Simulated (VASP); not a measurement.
# Ti (P6_3/mmc) in VASP: notebook

Aim: see how the results for Ti move with the level of theory and the settings. Levels: LDA, PBE. Tasks: single point.

Program: VASP 6.6.1. These are calculated values, not measurements. Logs are shortened: lines on timing, memory, paths and dates and some standing lists are left out, and cuts for length are marked.

**1. The cell of the first run**

It takes space group P6_3/mmc (No. 194, hexagonal). The conventional cell has a = 2.950 Å, b = 2.950 Å, c = 4.680 Å, α = 90.00°, β = 90.00°, γ = 120.00°. Within 3.8 Å of Ti (site symmetry -6m2) lie 12 Ti at 2.89 to 2.95 Å.

**2. Single point, LDA**

Input file INCAR:

```
ALGO     = Normal         # electronic algorithm
EDIFF    = 1E-6           # SCF threshold, eV
ENCUT    = 520            # plane-wave cutoff, eV
ISIF     = 2              # what is computed and relaxed
ISMEAR   = -1             # smearing method
LASPH    = True           # aspherical terms in the spheres
LCHARG   = False          # write CHGCAR
LREAL    = False          # projectors in reciprocal space
LWAVE    = False          # write WAVECAR
NBANDS   = 19             # bands
NELM     = 60             # most SCF steps
PREC     = Accurate       # precision mode
SIGMA    = 0.05           # smearing width, eV
```

Input file KPOINTS:

```
k-points
0
Gamma
  10 10 6
```

Input file POSCAR:

```
Ti
1.0
    2.9500000000      0.0000000000      0.0000000000
   -1.4750000000      2.5547749412      0.0000000000
    0.0000000000      0.0000000000      4.6800000000
Ti
2
Direct
    0.6666666667      0.3333333333      0.7500000000
    0.3333333333      0.6666666667      0.2500000000
```

Potentials or basis: VASP PAW LDA potentials, release 64 (Ti_sv).

The run is started by

```bash
$ cat potpaw_LDA.64/Ti_sv/POTCAR > POTCAR
$ mpirun -np 1 vasp_std > vasp.out
```

OUTCAR:

```text
EDIFF = 1E-6
   ENCUT = 520
   ISIF = 2
   ISMEAR = -1
   LASPH = True
   LREAL = False
   NELM = 60
   PREC = Accurate

 ion  position               nearest neighbor table
   1  0.667  0.333  0.750-   2 2.89   2 2.89   2 2.89   2 2.89   2 2.89   2 2.89
   2  0.333  0.667  0.250-   1 2.89   1 2.89   1 2.89   1 2.89   1 2.89   1 2.89

  LATTYP: Found a hexagonal cell.
 ALAT       =     2.9500000000
 C/A-ratio  =     1.5864406780

  Lattice vectors:

 A1 = (   2.9500000000,   0.0000000000,   0.0000000000)
 A2 = (  -1.4750000000,   2.5547749412,   0.0000000000)
 A3 = (   0.0000000000,   0.0000000000,   4.6800000000)

Analysis of symmetry for initial positions (statically):
=====================================================================
 Subroutine PRICEL returns:
 Original cell was already a primitive cell.

 Routine SETGRP: Setting up the symmetry group for a
 hexagonal supercell.

 Subroutine GETGRP returns: Found 24 space group operations
 (whereof 12 operations were pure point group operations)
 out of a pool of 24 trial point group operations.

The static configuration has the point symmetry D_3d.
 The point group associated with its full space group is D_6h.

Analysis of symmetry for dynamics (positions and initial velocities):
=====================================================================
 Subroutine PRICEL returns:
 Original cell was already a primitive cell.

 Routine SETGRP: Setting up the symmetry group for a
 hexagonal supercell.

 Subroutine GETGRP returns: Found 24 space group operations
 (whereof 12 operations were pure point group operations)
 out of a pool of 24 trial point group operations.

The dynamic configuration has the point symmetry D_3d.
 The point group associated with its full space group is D_6h.

 Subroutine INISYM returns: Found 24 space group operations
 (whereof 12 operations are pure point group operations),
 and found     1 'primitive' translations

----------------------------------------------------------------------------------------

                                     Primitive cell

  volume of cell :      35.2712

  direct lattice vectors                    reciprocal lattice vectors
     2.950000000  0.000000000  0.000000000     0.338983051  0.195711956  0.000000000
    -1.475000000  2.554774941  0.000000000     0.000000000  0.391423911  0.000000000
     0.000000000  0.000000000  4.680000000     0.000000000  0.000000000  0.213675214

  length of vectors
     2.950000000  2.950000000  4.680000000     0.391423911  0.391423911  0.213675214

  position of ions in fractional coordinates (direct lattice)
     0.666666667  0.333333333  0.750000000
     0.333333333  0.666666667  0.250000000

  ion indices of the primitive-cell ions
   primitive index   ion index
                 1           1
                 2           2

----------------------------------------------------------------------------------------

 KPOINTS: k-points

Automatic generation of k-mesh.
 Grid dimensions read from file:
 generate k-points for:   10   10    6

 Generating k-lattice:

  Cartesian coordinates                     Fractional coordinates (reciprocal lattice)
     0.033898305  0.019571196  0.000000000     0.100000000 -0.000000000  0.000000000
     0.000000000  0.039142391  0.000000000     0.000000000  0.100000000  0.000000000
     0.000000000  0.000000000  0.035612536     0.000000000  0.000000000  0.166666667

  Length of vectors
     0.039142391  0.039142391  0.035612536

  Shift w.r.t. Gamma in fractional coordinates (k-lattice)
     0.000000000  0.000000000  0.000000000

 Subroutine IBZKPT returns following result:
 ===========================================

 Found     56 irreducible k-points:

 Following reciprocal coordinates:
            Coordinates               Weight
  0.000000  0.000000  0.000000      1.000000
  0.100000  0.000000  0.000000      6.000000
  0.200000  0.000000  0.000000      6.000000
  0.300000  0.000000  0.000000      6.000000
  0.400000  0.000000  0.000000      6.000000
  0.500000  0.000000  0.000000      3.000000
[... 16 lines left out ...]
  0.300000  0.100000  0.166667     24.000000
  0.400000  0.100000  0.166667     24.000000
 [... further k-points ...]
   k-points           NKPTS =     56   k-points in BZ     NKDIM =     56   number of bands    NBANDS=     19
   number of dos      NEDOS =    301   number of ions     NIONS =      2
   total plane-waves  NPLWV =  20736
   dimension x,y,z NGX =    24 NGY =   24 NGZ =   36
   dimension x,y,z NGXF=    48 NGYF=   48 NGZF=   72
   ions per type =               2
   NGX,Y,Z   is equivalent  to a cutoff of  13.53, 13.53, 12.79 a.u.
   NGXF,Y,Z  is equivalent  to a cutoff of  27.05, 27.05, 25.58 a.u.
 SYSTEM =  unknown system
   PREC   = accura    normal or accurate (medium, high low for compatibility)
   ISTART =      0    job   : 0-new  1-cont  2-samecut
   ICHARG =      2    charge: 1-file 2-atom 10-const
   ISPIN  =      1    spin polarized calculation?
   LNONCOLLINEAR =      F non collinear calculations
   LSORBIT =      F    spin-orbit coupling
   LASPH  =      T    aspherical Exc in radial PAW
   ENCUT  =  520.0 eV  38.22 Ry    6.18 a.u.   5.49  5.49  8.70*2*pi/ulx,y,z
   NELM   =     60;   NELMIN=  2; NELMDL= -5     # of ELM steps
   EDIFF  = 0.1E-05   stopping-criterion for ELM
   LREAL  =      F    real-space projection
   EDIFFG = 0.1E-04   stopping-criterion for IOM
   NSW    =      0    number of steps for IOM
   IBRION =     -1    ionic relax: 0-MD 1-quasi-New 2-CG
   NFREE  =      0    steps in history (QN), initial steepest desc. (CG)
   ISIF   =      2    stress and relaxation
   ISYM   =      2    0-nonsym 1-usesym 2-fastsym
   POTIM  = 0.5000    time-step for ionic-motion
   TEBEG  =    0.0;   TEEND  =   0.0 temperature during run
   PSTRESS=    0.0 pullay stress
   NELECT =      24.0000    total number of electrons
   NUPDOWN=      -1.0000    fix difference up-down
   EMIN   =  10.00;   EMAX   =-10.00  energy-range for DOS
   EFERMI =   0.00;   METHOD = LEGACY
   ISMEAR =    -1;   SIGMA  =   0.05  broadening in eV -4-tet -1-fermi 0-gaus
   EFERMI_NEDOS =   21; number of points for ismear=-14 and -15
   IALGO  =     38    algorithm
   IMIX   =      4    mixing-type and parameters
     AMIX     =   0.40;   BMIX     =  1.00
     AMIX_MAG =   1.60;   BMIX_MAG =  1.00
  volume/ion in A,a.u.               =      17.64       119.01
  Fermi-wavevector in a.u.,A,eV,Ry     =   1.439920  2.721055 28.209912  2.073370
  Thomas-Fermi vector in A             =   2.558722
   LORBIT       =      0    0 simple, 1 ext, 2 COOP (PROOUT), +10 PAW based schemes
   GGA     = CA    functional components
   LHFCALC =     F    Hartree Fock is set to
   AEXX    =    0.0000 exact exchange contribution
   IVDW    =     0    specifies the selected vdW correction
   LEPSILON=     F    determine dielectric tensor
   LRPA    =     F    only Hartree local field effects (RPA)
 non-spin polarized calculation
  energy-cutoff  :      520.00
  volume of cell :       35.27
 maximum number of plane-waves:       973
 NGX is ok and might be reduce to    24
   NGX = 11   NGY = 11   NGZ = 17

 number of electron      24.0000002 magnetization

 Free energy of the ion-electron system (eV)
  ---------------------------------------------------
  ext. energy  EPLUGINS =         0.00000000
  ---------------------------------------------------
  free energy    TOTEN  =       -17.00484850 eV

  energy without entropy =      -16.98388102  energy(sigma->0) =      -16.99436476

 E-fermi :   7.9190     XC(G=0): -11.7111

 val. band max:        7.9063935617   @ k =   0.3000   0.2000   0.5000
 cond. band min:       7.9269207268   @ k =   0.1000   0.0000   0.1667
 fundamental gap:      0.0205271650
 Fermi energy:         7.9189992207

 k-point     1 :       0.0000    0.0000    0.0000
  band No.  band energies     occupation
      1     -48.2557      2.00000
      2     -48.1203      2.00000
      3     -25.2210      2.00000
      4     -24.5854      2.00000
      5     -24.5854      2.00000
      6     -24.5261      2.00000
[... 11 lines left out ...]
     18       9.4879      0.00000
     19      10.9930      0.00000

 k-point     2 :       0.1000    0.0000    0.0000
  band No.  band energies     occupation
      1     -48.2460      2.00000
      2     -48.1165      2.00000
      3     -25.1996      2.00000
      4     -24.6292      2.00000
      5     -24.5999      2.00000
      6     -24.5352      2.00000
[... 11 lines left out ...]
     18       9.3418      0.00000
     19      11.0690      0.00000

 k-point     3 :       0.2000    0.0000    0.0000
  band No.  band energies     occupation
      1     -48.2198      2.00000
      2     -48.1071      2.00000
      3     -25.1398      2.00000
      4     -24.7449      2.00000
      5     -24.6480      2.00000
      6     -24.6365      2.00000
[... 11 lines left out ...]
     18       9.8032      0.00000
     19      11.2102      0.00000

 k-point     4 :       0.3000    0.0000    0.0000
  band No.  band energies     occupation
      1     -48.1851      2.00000
      2     -48.0977      2.00000
      3     -25.0544      2.00000
      4     -24.8896      2.00000
      5     -24.7850      2.00000
      6     -24.6796      2.00000
[... 11 lines left out ...]
     18      10.4639      0.00000
     19      11.3210      0.00000

 k-point     5 :       0.4000    0.0000    0.0000
  band No.  band energies     occupation
      1     -48.1531      2.00000
      2     -48.0939      2.00000
      3     -25.0072      2.00000
      4     -24.9660      2.00000
      5     -24.8919      2.00000
      6     -24.7133      2.00000
[... 11 lines left out ...]
     18      11.2080      0.00000
     19      11.3810      0.00000

 k-point     6 :       0.5000    0.0000    0.0000
  band No.  band energies     occupation
      1     -48.1386      2.00000
      2     -48.0946      2.00000
      3     -25.0521      2.00000
      4     -24.9319      2.00000
      5     -24.9205      2.00000
      6     -24.7260      2.00000
[... 11 lines left out ...]
     18      11.4229      0.00000
     19      12.2234      0.00000

 k-point     7 :       0.1000    0.1000    0.0000
  band No.  band energies     occupation
      1     -48.2280      2.00000
      2     -48.1099      2.00000
      3     -25.1590      2.00000
      4     -24.6978      2.00000
      5     -24.6558      2.00000
      6     -24.5860      2.00000
[... 11 lines left out ...]
     18       9.7115      0.00000
     19      11.1493      0.00000

 k-point     8 :       0.2000    0.1000    0.0000
  band No.  band energies     occupation
      1     -48.1975      2.00000
      2     -48.1006      2.00000
      3     -25.0860      2.00000
      4     -24.8170      2.00000
      5     -24.7598      2.00000
      6     -24.6491      2.00000
[... 256 lines left out ...]
 k-point    20 :       0.5000    0.0000    0.1667
  band No.  band energies     occupation
      1     -48.1357      2.00000
      2     -48.0975      2.00000
      3     -25.0943      2.00000
      4     -24.9769      2.00000
      5     -24.8546      2.00000
      6     -24.7148      2.00000
[... 11 lines left out ...]
     18      11.4108      0.00000
     19      11.9342      0.00000

 k-point    21 :       0.1000    0.1000    0.1667
  band No.  band energies     occupation
      1     -48.2202      2.00000
      2     -48.1179      2.00000
      3     -25.1259      2.00000
      4     -24.6855      2.00000
      5     -24.6741      2.00000
      6     -24.6151      2.00000
[... 11 lines left out ...]
     18       9.8128      0.00000
     19      11.1156      0.00000

 k-point    22 :       0.2000    0.1000    0.1667
  band No.  band energies     occupation
      1     -48.1910      2.00000
      2     -48.1071      2.00000
      3     -25.0736      2.00000
      4     -24.8064      2.00000
      5     -24.7715      2.00000
      6     -24.6624      2.00000
[... 11 lines left out ...]
     18      10.3319      0.00000
     19      11.1906      0.00000

 k-point    23 :       0.3000    0.1000    0.1667
  band No.  band energies     occupation
      1     -48.1590      2.00000
      2     -48.0990      2.00000
      3     -25.0423      2.00000
      4     -24.9147      2.00000
      5     -24.8475      2.00000
      6     -24.7101      2.00000
[... 11 lines left out ...]
     18      10.8850      0.00000
     19      11.4062      0.00000

 k-point    24 :       0.4000    0.1000    0.1667
  band No.  band energies     occupation
      1     -48.1358      2.00000
      2     -48.0974      2.00000
      3     -25.0713      2.00000
      4     -24.9601      2.00000
      5     -24.8564      2.00000
      6     -24.7317      2.00000
[... 11 lines left out ...]
     18      11.2740      0.00000
     19      11.9995      0.00000

 [... further k-points ...]
[... 5 lines left out ...]
  --------------------------------------------------------------------------------------
  -------------------------------------------------------------------------------------
  Total       -2.1123284     -2.1123284     -2.2685763      0.0000000      0.0000000      0.0000000
  in kB      -95.9514426    -95.9514426   -103.0489238      0.0000000      0.0000000      0.0000000
  external PRESSURE =     -98.3172697 kB  Pullay stress =       0.0000000 kB

 VOLUME and BASIS-vectors are now :
 -----------------------------------------------------------------------------
  energy-cutoff  :      520.00
  volume of cell :       35.27
      direct lattice vectors                 reciprocal lattice vectors
     2.950000000  0.000000000  0.000000000     0.338983051  0.195711956  0.000000000
    -1.475000000  2.554774941  0.000000000     0.000000000  0.391423911  0.000000000
     0.000000000  0.000000000  4.680000000     0.000000000  0.000000000  0.213675214

 POSITION                                       TOTAL-FORCE (eV/Angst)
 -----------------------------------------------------------------------------------
      1.47500      0.85159      3.51000         0.000000     -0.000000      0.000000
     -0.00000      1.70318      1.17000        -0.000000      0.000000      0.000000
 -----------------------------------------------------------------------------------
    total drift:                               -0.000000      0.000000     -0.000000

  FREE ENERGIE OF THE ION-ELECTRON SYSTEM (eV)
  ---------------------------------------------------
  free  energy   TOTEN  =       -17.0048485001 eV

  energy  without entropy=      -16.9838810209  energy(sigma->0) =      -16.99436476
```

It took 27 s on 1 thread of AMD EPYC 7R13 (Zen 3), shared host; peak memory 0.12 GiB.

What came out:

- Free energy: -17.0048 eV
- Pressure: -9.8 GPa
- Band gap on the k mesh: zero (band 12 reaches 8.67 eV, above the bottom of band 13 at 7.73 eV)

Levels at points of the mesh, in eV from the Fermi level:
| k point | band 10 | band 11 | band 12 | band 13 | band 14 | band 15 |
| --- | --- | --- | --- | --- | --- | --- |
| (0.00, 0.00, 0.00) | -2.63 | 0.75 | 0.75 | 0.84 | 0.85 | 1.23 |
| (0.50, 0.00, 0.00) | -2.10 | -1.80 | -0.55 | 0.45 | 0.60 | 1.15 |
| (0.00, 0.00, 0.50) | -4.25 | 0.09 | 0.09 | 0.66 | 0.66 | 0.66 |
| (0.50, 0.00, 0.50) | -2.49 | -0.79 | -0.79 | 1.36 | 1.36 | 1.68 |

**3. Single point, PBE**

This run uses another cell than the first one, of 17.99 Å³/atom, 1.020 times its volume.

Input file INCAR:

```
SYSTEM = Ti
PREC = Accurate ; ENCUT = 520
EDIFF = 1E-7 ; ISMEAR = -1
SIGMA = 0.05 ; LREAL = .False.
LASPH = .True. ; NELM = 80
ALGO = Fast ; ISIF = 2
LWAVE = .False. ; LCHARG = .True.
GGA = PE ; LELF = .True.
LVHAR = .True. ; NBANDS = 19
```

Input file KPOINTS:

```
Automatic mesh
0
Gamma
  9 9 5
  0 0 0
```

Edit POSCAR of step 2 so:

```diff
@@ -4,3 +4,3 @@
    -1.4750000000      2.5547749412      0.0000000000
-    0.0000000000      0.0000000000      4.6800000000
+    0.0000000000      0.0000000000      4.7736000000
 Ti
```

Potentials or basis: VASP PAW PBE potentials, release 64 (Ti_sv).

The run is started by

```bash
$ cat potpaw_PBE.64/Ti_sv/POTCAR > POTCAR
$ mpirun -np 1 vasp_std > vasp.out
```

Wall time 3.3 min (1 thread of Intel Xeon 8259CL, shared host); peak memory 0.13 GiB.

The run converged. Its results:

```
Free energy            : -15.6611 eV
Pressure               : -3.9 GPa
Band gap on the k mesh : zero (band 12 reaches 8.70 eV, above the bottom of band 13 at 7.70 eV)
```

Stress tensor (GPa, compression positive):
```
-3.00  0.00  0.00
 0.00 -3.00  0.00
 0.00  0.00 -5.65
```

Levels at points of the mesh, in eV from the Fermi level:
| k point | band 8 | band 9 | band 10 | band 11 | band 12 | band 13 | band 14 | band 15 | band 16 | band 17 |
| --- | --- | --- | --- | --- | --- | --- | --- | --- | --- | --- |
| (0.00, 0.00, 0.00) | -32.78 | -6.12 | -2.62 | 0.49 | 0.73 | 0.79 | 0.79 | 1.22 | 1.22 | 1.66 |

**4. Single point, PBE**

This run uses another cell than the first one, of 18.34 Å³/atom, 1.040 times its volume.

Input file INCAR:

```
ALGO = Fast
EDIFF = 1E-7
ENCUT = 520
GGA = PE
ISIF = 2
ISMEAR = -1
LASPH = T
LCHARG = F
LREAL = F
LWAVE = F
NBANDS = 19
NELM = 80
PREC = Accurate
SIGMA = 0.05
```

Input file KPOINTS:

```
k-points
0
Gamma
  9 9 5
```

Edit POSCAR of step 3 so:

```diff
@@ -4,3 +4,3 @@
    -1.4750000000      2.5547749412      0.0000000000
-    0.0000000000      0.0000000000      4.7736000000
+    0.0000000000      0.0000000000      4.8672000000
 Ti
```

The run is started by

```bash
$ cat potpaw_PBE.64/Ti_sv/POTCAR > POTCAR
$ mpirun -np 1 vasp_std > vasp.out
```

It took 2.7 min on 1 thread of Intel Xeon 8259CL, shared host; peak memory 0.13 GiB.

The run converged. Its results:

| Property | Result |
| --- | --- |
| Free energy | -15.6305 eV |
| Pressure | -5.6 GPa |
| Band gap on the k mesh | zero (band 12 reaches 8.38 eV, above the bottom of band 13 at 7.50 eV) |

Stress tensor (GPa, compression positive):
```
-4.23  0.00  0.00
 0.00 -4.23  0.00
 0.00  0.00 -8.43
```

Levels at points of the mesh, in eV from the Fermi level:
```tsv
k point	band 10	band 11	band 12	band 13	band 14	band 15
(0.00, 0.00, 0.00)	-2.59	0.31	0.62	0.80	0.80	1.20
```

**5. Summary**

```csv
level,potentials or basis,cell,k mesh,gap on the mesh (eV),pressure (GPa)
LDA,"VASP PAW LDA potentials, release 64 (Ti_sv)","a = 2.950, b = 2.950, c = 4.680 Å, angles 90.0, 90.0, 120.0°, 2 atoms",10 × 10 × 6,none,-9.8
PBE,"VASP PAW PBE potentials, release 64 (Ti_sv)","a = 2.950, b = 2.950, c = 4.774 Å, angles 90.0, 90.0, 120.0°, 2 atoms",9 × 9 × 5,none,-3.9
PBE,"VASP PAW PBE potentials, release 64 (Ti_sv)","a = 2.950, b = 2.950, c = 4.867 Å, angles 90.0, 90.0, 120.0°, 2 atoms",9 × 9 × 5,none,-5.6
```

Alike in all rows: task single point; no spin polarisation; cutoff (eV) 520; smearing fermi-dirac 0.05 eV.

Total energies depend on the potentials used, so only differences within one code and one set of settings carry meaning.
